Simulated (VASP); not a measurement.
Set up this calculation in VASP 6.6.1, as the native input.

```
Task                   : relaxation of cell and atoms
Functional             : PBE
Potentials or basis    : VASP PAW PBE potentials, release 64 (V_sv)
Cutoff                 : 600 eV
k mesh                 : 24 × 24 × 22
Occupations            : gaussian, width 0.1 eV
Spin                   : no spin polarisation
Dipole correction      : no
Further INCAR settings : ALGO = Normal; EDIFF = 1e-06; IBRION = 2; EDIFFG = -0.01; NSW = 100; ISIF = 3
```

The structure of V lies in POSCAR:

```
V
1.0
    2.5924543552      0.0000000000      0.0000000000
   -1.2962271776      2.2451313298      0.0000000000
    0.0000000000      0.0000000000      2.4223245382
V
1
Direct
    0.0000000000      0.0000000000      0.0000000000
```

These files were run (other wordings do the same):

INCAR

```
ALGO = Normal ; EDIFF = 1E-6
EDIFFG = -0.01 ; ENCUT = 600
GGA = PE ; IBRION = 2
ISIF = 3 ; ISMEAR = 0
LASPH = True ; LCHARG = False
LREAL = False ; LWAVE = False
NELM = 100 ; NSW = 100
PREC = Accurate ; SIGMA = 0.1
```

KPOINTS

```
k-points
0
Gamma
  24 24 22
```

Potentials or basis: VASP PAW PBE potentials, release 64 (V_sv).

Command:

```console
$ cat potpaw_PBE.64/V_sv/POTCAR > POTCAR
$ mpirun -np 1 vasp_std > vasp.out
```

It gave:

| Quantity | Value |
| --- | --- |
| Relaxed volume | 14.19 Å³/atom |
| Relaxed cell | a = 2.602 Å, b = 2.602 Å, c = 2.421 Å, α = 90.00°, β = 90.00°, γ = 120.00° |
| Space group after relaxing (to 0.05 Å) | P6/mmm (No. 191) |
| Energy gained by relaxing | 0.5 meV/atom |
| Ionic steps | 5 |
| Pressure after relaxing | 0.1 GPa |

It took 110 s on 1 thread of Intel(R) Xeon(R) Platinum 8488C (Sapphire Rapids), with other jobs on the host, peak memory 0.25 GiB.
